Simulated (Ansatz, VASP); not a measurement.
## Two plane-wave programs on Ag

```xyz
1
Lattice="2.5106 0.0000 0.0000 0.0000 2.5106 0.0000 0.0000 0.0000 2.5106" Properties=species:S:1:pos:R:3 pbc="T T T"
Ag    0.0000    0.0000    0.0000
```

Change from the starting cell: volume scaled by 0.76, PAW files.

Alike in both runs: task single point; functional PBE; k mesh 16 × 16 × 16; occupations fermi-dirac, width 0.08 eV; no spin polarisation.

```csv
,VASP,Ansatz
version,VASP 6.6.1,Ansatz 0.2.0
potentials or method,"VASP PAW PBE potentials, release 64 (Ag)","PAW with Ansatz's default frozen-core files, scalar-relativistic"
plane-wave cutoff (eV),520,420
valence electrons in the cell,11,19
```

|  | VASP | Ansatz | Ansatz less VASP |
| --- | --- | --- | --- |
| pressure (GPa) | 39.3 | 39.9 | +0.56 |

Both programs put the cell under a high pressure, so it lies far from rest at this level. The functional is the same, so the differences come from potentials, cutoffs and numerics. VASP's potentials hold 11 valence electrons a cell and Ansatz's 19, so a difference there can come from the potentials and not from the codes.
